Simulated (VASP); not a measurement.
# TiTe2 (P-3m1) in VASP: vibrations by perturbation theory with PBE

Aim: the vibrations by perturbation theory of TiTe2 with PBE.

All numbers are computed with VASP 6.6.1; they aren't measurements. Logs are shortened: lines on timing, memory, paths and dates and some standing lists are left out, and cuts for length are marked.

### 1 The cell of the first run

Symmetry: P-3m1, No. 164, trigonal system. Conventional cell: a = 3.770 Å, b = 3.770 Å, c = 6.889 Å, α = 90.00°, β = 90.00°, γ = 120.00°. Ti (site symmetry -3m) has 6 Te at 2.78 Å and 6 Ti at 3.77 Å within 3.8 Å. Te (site symmetry 3m) has 3 Ti at 2.78 Å and 6 Te at 3.77 Å within 3.8 Å.

### 2 Vibrations by perturbation theory, PBE

Contents of INCAR:

```
SYSTEM = TiTe2
PREC     = Accurate       ! precision mode
ENCUT    = 520            ! plane-wave cutoff, eV
EDIFF    = 1E-8           ! SCF threshold, eV
ISMEAR   = 0              ! smearing method
SIGMA    = 0.03           ! smearing width, eV
LREAL    = .FALSE.        ! projectors in reciprocal space
LASPH    = .TRUE.         ! aspherical terms in the spheres
NELM     = 100            ! most SCF steps
ALGO     = Normal         ! electronic algorithm
ISIF     = 2              ! what is computed and relaxed
LWAVE    = .FALSE.        ! write WAVECAR
LCHARG   = .FALSE.        ! write CHGCAR
GGA      = PE             ! functional
IBRION   = 8              ! ionic algorithm
NSW      = 1              ! ionic steps
```

Contents of KPOINTS:

```
Automatic mesh
0
G
  12 12 8
  0 0 0
```

Contents of POSCAR:

```
TiTe2
1.0
    3.7700448474      0.0000000000      0.0000000000
   -1.8850224237      3.2649546112      0.0000000000
    0.0000000000      0.0000000000      6.8894534381
Ti Te
1 2
Direct
    0.0000000000      0.0000000000      0.0000000000
    0.3333333333      0.6666666667      0.2510653612
    0.6666666667      0.3333333333      0.7489346388
```

Potentials or basis: VASP PAW PBE potentials, release 64 (Ti_sv, Te).

On the command line:

```
$ cat potpaw_PBE.64/Ti_sv/POTCAR potpaw_PBE.64/Te/POTCAR > POTCAR
$ mpirun -np 1 vasp_std > vasp.out
```

OUTCAR:

```text
SYSTEM = TiTe2
   PREC = Accurate
   ENCUT = 520
   EDIFF = 1E-8
   ISMEAR = 0
   LREAL = .FALSE.
   LASPH = .TRUE.
   NELM = 100
   ISIF = 2
   GGA = PE
   IBRION = 8
   NSW = 1

 ion  position               nearest neighbor table
   1  0.000  0.000  0.000-   2 2.78   3 2.78   2 2.78   3 2.78   3 2.78   2 2.78
   2  0.333  0.667  0.251-   1 2.78   1 2.78   1 2.78
   3  0.667  0.333  0.749-   1 2.78   1 2.78   1 2.78

  LATTYP: Found a hexagonal cell.
 ALAT       =     3.7700448474
 C/A-ratio  =     1.8274194915

  Lattice vectors:

 A1 = (   3.7700448474,   0.0000000000,   0.0000000000)
 A2 = (  -1.8850224237,   3.2649546112,   0.0000000000)
 A3 = (   0.0000000000,   0.0000000000,   6.8894534381)

Analysis of symmetry for initial positions (statically):
=====================================================================
 Subroutine PRICEL returns:
 Original cell was already a primitive cell.

 Routine SETGRP: Setting up the symmetry group for a
 hexagonal supercell.

 Subroutine GETGRP returns: Found 12 space group operations
 (whereof 12 operations were pure point group operations)
 out of a pool of 24 trial point group operations.

The static configuration has the point symmetry D_3d.

Analysis of symmetry for dynamics (positions and initial velocities):
=====================================================================
 Subroutine PRICEL returns:
 Original cell was already a primitive cell.

 Routine SETGRP: Setting up the symmetry group for a
 hexagonal supercell.

 Subroutine GETGRP returns: Found 12 space group operations
 (whereof 12 operations were pure point group operations)
 out of a pool of 24 trial point group operations.

The dynamic configuration has the point symmetry D_3d.

 Subroutine INISYM returns: Found 12 space group operations
 (whereof 12 operations are pure point group operations),
 and found     1 'primitive' translations

----------------------------------------------------------------------------------------

                                     Primitive cell

  volume of cell :      84.8025

  direct lattice vectors                    reciprocal lattice vectors
     3.770044847  0.000000000  0.000000000     0.265248834  0.153141486  0.000000000
    -1.885022424  3.264954611  0.000000000     0.000000000  0.306282971  0.000000000
     0.000000000  0.000000000  6.889453438     0.000000000  0.000000000  0.145149395

  length of vectors
     3.770044847  3.770044847  6.889453438     0.306282971  0.306282971  0.145149395

  position of ions in fractional coordinates (direct lattice)
     0.000000000  0.000000000  0.000000000
     0.333333333  0.666666667  0.251065361
     0.666666667  0.333333333  0.748934639

  ion indices of the primitive-cell ions
   primitive index   ion index
                 1           1
                 2           2
                 3           3

----------------------------------------------------------------------------------------

 KPOINTS: Automatic mesh

Automatic generation of k-mesh.
 Grid dimensions read from file:
 generate k-points for:   12   12    8

 Generating k-lattice:

  Cartesian coordinates                     Fractional coordinates (reciprocal lattice)
[... 88 lines left out ...]
   IVDW    =     0    specifies the selected vdW correction
   LEPSILON=     F    determine dielectric tensor
   LRPA    =     F    only Hartree local field effects (RPA)
 non-spin polarized calculation
 Gauss-broadening in eV      SIGMA  =   0.03
  energy-cutoff  :      520.00
  volume of cell :       84.80
 maximum number of plane-waves:      2307
   NGX = 13   NGY = 13   NGZ = 25

--------------------------------------- Ionic step        1  -------------------------------------------

 number of electron      24.0000001 magnetization

 Free energy of the ion-electron system (eV)
  ---------------------------------------------------
  ext. energy  EPLUGINS =         0.00000000
  ---------------------------------------------------
  free energy    TOTEN  =       -16.22069387 eV

  energy without entropy =      -16.22022721  energy(sigma->0) =      -16.22046054

 E-fermi :   6.1682     XC(G=0):  -9.5503

 val. band max:        6.1578177860   @ k =   0.5000  -0.0000   0.0000
 cond. band min:       6.1725530549   @ k =   0.4167  -0.0000   0.2500
 fundamental gap:      0.0147352690
 Fermi energy:         6.1681829533

 k-point     1 :       0.0000    0.0000    0.0000
  band No.  band energies     occupation
      1     -51.3485      2.00000
      2     -27.6010      2.00000
      3     -27.6010      2.00000
      4     -27.5594      2.00000
      5      -6.0235      2.00000
      6      -4.8398      2.00000
[... 433 lines left out ...]
      3     -27.6034      2.00000
      4     -27.5571      2.00000
      5      -5.7002      2.00000
      6      -4.7122      2.00000
[... 8 lines left out ...]
     15       7.5740      0.00000
     16       8.6317      0.00000

 [... further k-points ...]
[... 5 lines left out ...]
  --------------------------------------------------------------------------------------
  -------------------------------------------------------------------------------------
  Total       -0.0026996     -0.0026996      0.0093777      0.0000000     -0.0000000      0.0000000
  in kB       -0.0510035     -0.0510035      0.1771739      0.0000000     -0.0000000      0.0000000
  external PRESSURE =       0.0250556 kB  Pullay stress =       0.0000000 kB

 VOLUME and BASIS-vectors are now :
 -----------------------------------------------------------------------------
  energy-cutoff  :      520.00
  volume of cell :       84.80
      direct lattice vectors                 reciprocal lattice vectors
     3.770044847  0.000000000  0.000000000     0.265248834  0.153141486  0.000000000
    -1.885022424  3.264954611  0.000000000     0.000000000  0.306282971  0.000000000
     0.000000000  0.000000000  6.889453438     0.000000000  0.000000000  0.145149395

 POSITION                                       TOTAL-FORCE (eV/Angst)
 -----------------------------------------------------------------------------------
      0.00000      0.00000      0.00000         0.000000      0.000000      0.000000
     -0.00000      2.17664      1.72970        -0.000000     -0.000000      0.009980
      1.88502      1.08832      5.15975         0.000000      0.000000     -0.009980
 -----------------------------------------------------------------------------------
    total drift:                               -0.000000      0.000000      0.000000

  FREE ENERGIE OF THE ION-ELECTRON SYSTEM (eV)
  ---------------------------------------------------
  free  energy   TOTEN  =       -16.2206938716 eV

  energy  without entropy=      -16.2202272130  energy(sigma->0) =      -16.22046054

[... ionic steps 2 to 3 ...]

--------------------------------------- Ionic step        4  -------------------------------------------

------------------------ aborting loop because EDIFF is reached ----------------------------------------
[... 11 lines left out ...]
[... ionic steps 8 to 8 ...]

--------------------------------------- Ionic step        9  -------------------------------------------

 Free energy of the ion-electron system (eV)
  ---------------------------------------------------
  ---------------------------------------------------
  free energy    TOTEN  =        -0.06484955 eV

  energy without entropy =       -0.06484910

------------------------ aborting loop because EDIFF is reached ----------------------------------------

 INTERNAL STRAIN TENSOR  FOR ION    2  DIRECTION 3   (eV/Angst):
 -----------------------------------------------------------------------------
    -6.51274  0.00000  0.00000
     0.00000 -6.51274 -0.00000
     0.00000  0.00000-13.69704

 INTERNAL STRAIN TENSOR FOR ION    3 for displacements in x,y,z  (eV/Angst):
          X           Y           Z          XY          YZ          ZX
  --------------------------------------------------------------------------------
  x    -0.00000    -0.00000     0.00000    -2.03057     0.00000     5.89184
  y    -2.03057     2.03057    -0.00000     0.00000     6.96777     0.00000
  z     6.51274     6.51274    13.69704     0.00000    -0.00000     0.00000

 SECOND DERIVATIVES (NOT SYMMETRIZED)
 ------------------------------------
               1X          1Y          1Z          2X          2Y          2Z          3X          3Y          3Z
  1X    -3.427329    0.000000    0.000000    1.713665    0.000000    0.000000    1.713665    0.000000    0.000000
  1Y     0.000000   -3.427329    0.000000    0.000000    1.713665    0.000000    0.000000    1.713665    0.000000
  1Z     0.000000    0.000000   -9.797959    0.000000   -0.000000    4.898979    0.000000   -0.000000    4.898979
  2X     1.709566    0.000000    0.000000   -2.943224    0.000000    0.000000    1.233658    0.000000    0.000000
  2Y     0.000000    1.709566    0.000000    0.000000   -2.943224    0.000000    0.000000    1.233658   -0.000000
  2Z     0.000000    0.000000    4.875248    0.000000    0.000000   -6.805418    0.000000    0.000000    1.930170
  3X     1.709566    0.000000    0.000000    1.233658    0.000000    0.000000   -2.943224    0.000000    0.000000
  3Y     0.000000    1.709566    0.000000    0.000000    1.233658   -0.000000    0.000000   -2.943224    0.000000
  3Z     0.000000    0.000000    4.875248    0.000000    0.000000    1.930170    0.000000    0.000000   -6.805418

 Eigenvectors and eigenvalues of the dynamical matrix
 ----------------------------------------------------

   1 f  =    7.703954 THz    48.405371 2PiTHz  256.976249 cm-1    31.860980 meV
             X         Y         Z           dx          dy          dz
      0.000000  0.000000  0.000000     0.000000   -0.000000    0.917969
     -0.000000  2.176636  1.729703     0.000000   -0.000000   -0.280476
      1.885022  1.088318  5.159750    -0.000000    0.000000   -0.280476
[... 43 lines left out ...]
   9 f/i=    0.006811 THz     0.042793 2PiTHz    0.227181 cm-1     0.028167 meV
             X         Y         Z           dx          dy          dz
      0.000000  0.000000  0.000000     0.000000    0.000000   -0.396653
     -0.000000  2.176636  1.729703     0.000000    0.000000   -0.649102
      1.885022  1.088318  5.159750     0.000000    0.000000   -0.649102

--------------------------------------------------------------------------------------------------------

 ELASTIC MODULI CONTR FROM IONIC RELAXATION (kBar)
 Direction    XX          YY          ZZ          XY          YZ          ZX
 --------------------------------------------------------------------------------
 XX        -220.7715   -146.1703   -385.8606      0.0000    127.9947     -0.0000
 YY        -146.1703   -220.7715   -385.8606      0.0000   -127.9947     -0.0000
 ZZ        -385.8606   -385.8606   -811.5093      0.0000     -0.0000     -0.0000
 XY           0.0000      0.0000      0.0000    -37.3006     -0.0000    108.2302
 YZ         127.9947   -127.9947     -0.0000     -0.0000   -439.2058      0.0000
 ZX          -0.0000     -0.0000     -0.0000    108.2302      0.0000   -314.0373
 --------------------------------------------------------------------------------
```

It took 27 min on 1 thread of Intel Xeon 6975P-C (Granite Rapids), shared host; peak memory 1.6 GiB.

Results:

```
Highest phonon frequency at Γ, LO-TO splitting left out : 257 cm⁻¹
```

Phonon frequencies in cm⁻¹ (negative: imaginary):
```
              q point                  frequencies
(0.000, 0.000, 0.000)  0 0 0 94 94 136 152 152 257
```

Caveat: spin-orbit coupling is left out, which moves the levels of the heavy elements; this functional lacks dispersion, which binds layers or chains, so the pressure and a relaxed spacing across them are unreliable.
